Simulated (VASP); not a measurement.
# Na2YNi (Cmme) in VASP: single point with PBE

Aim: the single point of Na2YNi with PBE.

Everything below comes from runs of VASP 6.6.1. Logs are shortened: lines on timing, memory, paths and dates and some standing lists are left out, and cuts for length are marked.

## Step 1: The cell of the first run

Symmetry: Cmme, No. 67, orthorhombic system. The conventional cell has a = 5.486 Å, b = 5.545 Å, c = 10.052 Å, α = 90.00°, β = 90.00°, γ = 90.00°. Na (site symmetry 222) has 4 Na at 2.74 to 2.77 Å and 4 Y at 3.06 Å within 3.6 Å. Na (site symmetry mm2) has 4 Ni at 2.52 Å and 4 Y at 2.95 to 2.97 Å within 3.3 Å. Ni (site symmetry 222) has 4 Na at 2.52 Å and 4 Ni at 2.74 to 2.77 Å and 4 Y at 3.31 Å within 3.4 Å. Y (site symmetry mm2) has 8 Na at 2.95 to 3.06 Å and 4 Ni at 3.31 Å and 4 Y at 3.90 Å within 3.9 Å.

## Step 2: Single point, PBE

Contents of INCAR:

```
PREC     = Accurate       # precision mode
ENCUT    = 520            # plane-wave cutoff, eV
EDIFF    = 1E-7           # SCF threshold, eV
ISMEAR   = 0              # smearing method
SIGMA    = 0.1652         # smearing width, eV
LREAL    = False          # projectors in reciprocal space
LASPH    = True           # aspherical terms in the spheres
NELM     = 80             # most SCF steps
ALGO     = Normal         # electronic algorithm
ISIF     = 2              # what is computed and relaxed
LWAVE    = False          # write WAVECAR
LCHARG   = False          # write CHGCAR
GGA      = PE             # functional
NBANDS   = 45             # bands
```

Contents of KPOINTS:

```
regular mesh
0
Gamma
  5 5 2
```

Contents of POSCAR:

```
Na2YNi
1.0
    2.7427850000      2.7723950000      0.0000000000
    2.7427850000     -2.7723950000      0.0000000000
    0.0000000000      0.0000000000    -10.0521300000
Na Ni Y
4 2 2
Direct
    0.2500000000      0.2500000000      0.0000000000
    0.7500000000      0.7500000000      0.0000000000
    0.2500000000      0.7500000000      0.3414000000
    0.7500000000      0.2500000000      0.6586000000
    0.2500000000      0.2500000000      0.5000000000
    0.7500000000      0.7500000000      0.5000000000
    0.2500000000      0.7500000000      0.7658400000
    0.7500000000      0.2500000000      0.2341600000
```

Potentials or basis: VASP PAW PBE potentials, release 64 (Na_pv, Ni, Y_sv).

Run with:

```bash
cat potpaw_PBE.64/Na_pv/POTCAR potpaw_PBE.64/Ni/POTCAR potpaw_PBE.64/Y_sv/POTCAR > POTCAR
mpirun -np 1 vasp_std > vasp.out
```

OUTCAR:

```text
PREC = Accurate
   ENCUT = 520
   EDIFF = 1E-7
   ISMEAR = 0
   LREAL = False
   LASPH = True
   NELM = 80
   ISIF = 2
   GGA = PE

 ion  position               nearest neighbor table
   1  0.250  0.250  0.000-   2 2.74   2 2.74   2 2.77   2 2.77   7 3.06   8 3.06   8 3.06   7 3.06

   2  0.750  0.750  0.000-   1 2.74   1 2.74   1 2.77   1 2.77   8 3.06   8 3.06   7 3.06   7 3.06

   3  0.250  0.750  0.341-   5 2.52   6 2.52   5 2.52   6 2.52   8 2.95   8 2.95   8 2.97   8 2.97

   4  0.750  0.250  0.659-   5 2.52   6 2.52   6 2.52   5 2.52   7 2.95   7 2.95   7 2.97   7 2.97

   5  0.250  0.250  0.500-   3 2.52   4 2.52   3 2.52   4 2.52   6 2.74   6 2.74   6 2.77   6 2.77
                             7 3.31   8 3.31   8 3.31   7 3.31
   6  0.750  0.750  0.500-   3 2.52   4 2.52   4 2.52   3 2.52   5 2.74   5 2.74   5 2.77   5 2.77
                             7 3.31   8 3.31   7 3.31   8 3.31
   7  0.250  0.750  0.766-   4 2.95   4 2.95   4 2.97   4 2.97   2 3.06   2 3.06   1 3.06   1 3.06
                             5 3.31   6 3.31   6 3.31   5 3.31
   8  0.750  0.250  0.234-   3 2.95   3 2.95   3 2.97   3 2.97   2 3.06   1 3.06   1 3.06   2 3.06
                             5 3.31   6 3.31   5 3.31   6 3.31

  LATTYP: Found a base centered orthorhombic cell.
 ALAT       =     5.4855700000
 B/A-ratio  =     1.0107955964
 C/A-ratio  =     1.8324677290

  Lattice vectors:

 A1 = (   2.7427850000,   2.7723950000,   0.0000000000)
 A2 = (   2.7427850000,  -2.7723950000,   0.0000000000)
 A3 = (   0.0000000000,   0.0000000000, -10.0521300000)

Analysis of symmetry for initial positions (statically):
=====================================================================
 Subroutine PRICEL returns:
 Original cell was already a primitive cell.

 Routine SETGRP: Setting up the symmetry group for a
 base centered orthorhombic supercell.

 Subroutine GETGRP returns: Found  8 space group operations
 (whereof  4 operations were pure point group operations)
 out of a pool of  8 trial point group operations.

The static configuration has the point symmetry C_2h.
 The point group associated with its full space group is D_2h.

Analysis of symmetry for dynamics (positions and initial velocities):
=====================================================================
 Subroutine PRICEL returns:
 Original cell was already a primitive cell.

 Routine SETGRP: Setting up the symmetry group for a
 base centered orthorhombic supercell.

 Subroutine GETGRP returns: Found  8 space group operations
 (whereof  4 operations were pure point group operations)
 out of a pool of  8 trial point group operations.

The dynamic configuration has the point symmetry C_2h.
 The point group associated with its full space group is D_2h.

 Subroutine INISYM returns: Found  8 space group operations
 (whereof  4 operations are pure point group operations),
 and found     1 'primitive' translations

----------------------------------------------------------------------------------------

                                     Primitive cell

  volume of cell :     152.8745

  direct lattice vectors                    reciprocal lattice vectors
     2.742785000  2.772395000  0.000000000     0.182296461  0.180349481  0.000000000
     2.742785000 -2.772395000  0.000000000     0.182296461 -0.180349481  0.000000000
     0.000000000  0.000000000-10.052130000     0.000000000  0.000000000 -0.099481403

  length of vectors
     3.899877382  3.899877382 10.052130000     0.256433101  0.256433101  0.099481403

  position of ions in fractional coordinates (direct lattice)
     0.250000000  0.250000000  0.000000000
     0.750000000  0.750000000  0.000000000
     0.250000000  0.750000000  0.341400000
     0.750000000  0.250000000  0.658600000
     0.250000000  0.250000000  0.500000000
     0.750000000  0.750000000  0.500000000
     0.250000000  0.750000000  0.765840000
     0.750000000  0.250000000  0.234160000

  ion indices of the primitive-cell ions
   primitive index   ion index
                 1           1
                 2           2
                 3           3
                 4           4
                 5           5
                 6           6
                 7           7
                 8           8

----------------------------------------------------------------------------------------

 KPOINTS: regular mesh

Automatic generation of k-mesh.
 Grid dimensions read from file:
 generate k-points for:    5    5    2

 Generating k-lattice:

  Cartesian coordinates                     Fractional coordinates (reciprocal lattice)
     0.036459292  0.036069896  0.000000000     0.200000000 -0.000000000  0.000000000
     0.036459292 -0.036069896  0.000000000    -0.000000000  0.200000000  0.000000000
     0.000000000  0.000000000 -0.049740702     0.000000000  0.000000000  0.500000000

  Length of vectors
     0.051286620  0.051286620  0.049740702

  Shift w.r.t. Gamma in fractional coordinates (k-lattice)
     0.000000000  0.000000000  0.000000000

 Subroutine IBZKPT returns following result:
 ===========================================

 Found     18 irreducible k-points:

 Following reciprocal coordinates:
            Coordinates               Weight
  0.000000  0.000000  0.000000      1.000000
  0.200000  0.000000  0.000000      4.000000
  0.400000  0.000000  0.000000      4.000000
  0.200000  0.200000  0.000000      2.000000
  0.400000  0.200000  0.000000      4.000000
 -0.400000  0.200000  0.000000      4.000000
[... 10 lines left out ...]
  0.400000  0.400000  0.500000      2.000000
 -0.400000  0.400000  0.500000      2.000000
   k-points           NKPTS =     18   k-points in BZ     NKDIM =     18   number of bands    NBANDS=     45
   number of dos      NEDOS =    301   number of ions     NIONS =      8
   total plane-waves  NPLWV =  72000
   dimension x,y,z NGX =    30 NGY =   30 NGZ =   80
   dimension x,y,z NGXF=    60 NGYF=   60 NGZF=  160
   ions per type =               4   2   2
   NGX,Y,Z   is equivalent  to a cutoff of  12.79, 12.79, 13.23 a.u.
   NGXF,Y,Z  is equivalent  to a cutoff of  25.58, 25.58, 26.46 a.u.
 SYSTEM =  unknown system
   PREC   = accura    normal or accurate (medium, high low for compatibility)
   ISTART =      0    job   : 0-new  1-cont  2-samecut
   ICHARG =      2    charge: 1-file 2-atom 10-const
   ISPIN  =      1    spin polarized calculation?
   LNONCOLLINEAR =      F non collinear calculations
   LSORBIT =      F    spin-orbit coupling
   LASPH  =      T    aspherical Exc in radial PAW
   ENCUT  =  520.0 eV  38.22 Ry    6.18 a.u.   7.25  7.25 18.69*2*pi/ulx,y,z
   NELM   =     80;   NELMIN=  2; NELMDL= -5     # of ELM steps
   EDIFF  = 0.1E-06   stopping-criterion for ELM
   LREAL  =      F    real-space projection
   EDIFFG = 0.1E-05   stopping-criterion for IOM
   NSW    =      0    number of steps for IOM
   IBRION =     -1    ionic relax: 0-MD 1-quasi-New 2-CG
   NFREE  =      0    steps in history (QN), initial steepest desc. (CG)
   ISIF   =      2    stress and relaxation
   ISYM   =      2    0-nonsym 1-usesym 2-fastsym
   POTIM  = 0.5000    time-step for ionic-motion
   TEBEG  =    0.0;   TEEND  =   0.0 temperature during run
   PSTRESS=    0.0 pullay stress
   NELECT =      70.0000    total number of electrons
   NUPDOWN=      -1.0000    fix difference up-down
   EMIN   =  10.00;   EMAX   =-10.00  energy-range for DOS
   EFERMI =   0.00;   METHOD = LEGACY
   ISMEAR =     0;   SIGMA  =   0.17  broadening in eV -4-tet -1-fermi 0-gaus
   EFERMI_NEDOS =   21; number of points for ismear=-14 and -15
   IALGO  =     38    algorithm
   IMIX   =      4    mixing-type and parameters
     AMIX     =   0.40;   BMIX     =  1.00
     AMIX_MAG =   1.60;   BMIX_MAG =  1.00
  volume/ion in A,a.u.               =      19.11       128.96
  Fermi-wavevector in a.u.,A,eV,Ry     =   1.261815  2.384486 21.662901  1.592178
  Thomas-Fermi vector in A             =   2.395255
   LORBIT       =      0    0 simple, 1 ext, 2 COOP (PROOUT), +10 PAW based schemes
   GGA     = PE    functional components
   LHFCALC =     F    Hartree Fock is set to
   AEXX    =    0.0000 exact exchange contribution
   IVDW    =     0    specifies the selected vdW correction
   LEPSILON=     F    determine dielectric tensor
   LRPA    =     F    only Hartree local field effects (RPA)
 non-spin polarized calculation
 Gauss-broadening in eV      SIGMA  =   0.17
  energy-cutoff  :      520.00
  volume of cell :      152.87
 maximum number of plane-waves:      4126
 NGX is ok and might be reduce to    30
   NGX = 15   NGY = 15   NGZ = 37

 number of electron      70.0000050 magnetization

 Free energy of the ion-electron system (eV)
  ---------------------------------------------------
  ext. energy  EPLUGINS =         0.00000000
  ---------------------------------------------------
  free energy    TOTEN  =       -22.66294965 eV

  energy without entropy =      -22.58152095  energy(sigma->0) =      -22.62223530

 E-fermi :   4.0934     XC(G=0):  -9.8528

 val. band max:        4.0734400050   @ k =  -0.4000   0.4000   0.5000
 cond. band min:       4.1360481228   @ k =   0.2000   0.0000   0.0000
 fundamental gap:      0.0626081178
 Fermi energy:         4.0934339452

 k-point     1 :       0.0000    0.0000    0.0000
  band No.  band energies     occupation
      1     -39.0310      2.00000
      2     -39.0309      2.00000
      3     -20.8616      2.00000
      4     -20.8422      2.00000
      5     -20.7575      2.00000
      6     -20.6440      2.00000
[... 37 lines left out ...]
     44       7.0758      0.00000
     45       8.2295      0.00000

 k-point     2 :       0.2000    0.0000    0.0000
  band No.  band energies     occupation
      1     -39.0285      2.00000
      2     -39.0284      2.00000
      3     -20.8386      2.00000
      4     -20.8203      2.00000
      5     -20.7463      2.00000
      6     -20.6549      2.00000
[... 760 lines left out ...]
 k-point    18 :      -0.4000    0.4000    0.5000
  band No.  band energies     occupation
      1     -39.0176      2.00000
      2     -39.0175      2.00000
      3     -20.9184      2.00000
      4     -20.8791      2.00000
      5     -20.7072      2.00000
      6     -20.6929      2.00000
[... 37 lines left out ...]
     44       6.1518      0.00000
     45       7.9823      0.00000

------------------------ aborting loop because EDIFF is reached ----------------------------------------

  FORCE on cell =-STRESS in cart. coord.  units (eV):
  Direction    XX          YY          ZZ          XY          YZ          ZX
  --------------------------------------------------------------------------------------
  -------------------------------------------------------------------------------------
  Total       12.7071769     12.2284853      7.4567843      0.0000000      0.0000000      0.0000000
  in kB      133.1756096    128.1587557     78.1496789      0.0000000      0.0000000      0.0000000
  external PRESSURE =     113.1613481 kB  Pullay stress =       0.0000000 kB

 VOLUME and BASIS-vectors are now :
 -----------------------------------------------------------------------------
  energy-cutoff  :      520.00
  volume of cell :      152.87
      direct lattice vectors                 reciprocal lattice vectors
     2.742785000  2.772395000  0.000000000     0.182296461  0.180349481  0.000000000
     2.742785000 -2.772395000  0.000000000     0.182296461 -0.180349481  0.000000000
     0.000000000  0.000000000-10.052130000     0.000000000  0.000000000 -0.099481403

 POSITION                                       TOTAL-FORCE (eV/Angst)
 -----------------------------------------------------------------------------------
      1.37139      0.00000      0.00000        -0.000000      0.000000      0.000000
      4.11418      0.00000      0.00000        -0.000000     -0.000000      0.000000
      2.74279     -1.38620     -3.43180        -0.000000      0.000000      0.574045
      2.74279      1.38620     -6.62033         0.000000      0.000000     -0.574045
      1.37139      0.00000     -5.02607        -0.000000      0.000000      0.000000
      4.11418      0.00000     -5.02607        -0.000000      0.000000      0.000000
      2.74279     -1.38620     -7.69832        -0.000000      0.000000      2.530803
      2.74279      1.38620     -2.35381        -0.000000      0.000000     -2.530803
 -----------------------------------------------------------------------------------
    total drift:                                0.000000     -0.000000     -0.000000

  FREE ENERGIE OF THE ION-ELECTRON SYSTEM (eV)
  ---------------------------------------------------
  free  energy   TOTEN  =       -22.6629496450 eV

  energy  without entropy=      -22.5815209465  energy(sigma->0) =      -22.62223530
```

Wall time 3.7 min (1 thread of Intel Xeon Platinum 8259CL at 2.50GHz (Skylake/Cascade Lake), shared host); peak memory 0.33 GiB.

What came out:

- Free energy: -22.6629 eV
- Pressure: 11.3 GPa
- Largest force: 2.531 eV/Å
- Band gap on the k mesh: zero (bands 35 and 36 overlap by 0.71 eV)

Forces in eV/Å, atoms in the order of the input:
```
Na   0.000  0.000  0.000
Na   0.000  0.000  0.000
Na   0.000  0.000  0.574
Na   0.000  0.000 -0.574
Ni   0.000  0.000  0.000
Ni   0.000  0.000  0.000
Y    0.000  0.000  2.531
Y    0.000  0.000 -2.531
```

Stress tensor (GPa, compression positive):
```
13.32  0.00  0.00
 0.00 12.82  0.00
 0.00  0.00  7.81
```

Caveat: the cell stands under pressure; forces of over 1 eV/Å act on the atoms, so gaps and moduli don't describe the material at rest. Spin polarisation is off, so any magnetic state and its effect on volume and gap are missing.
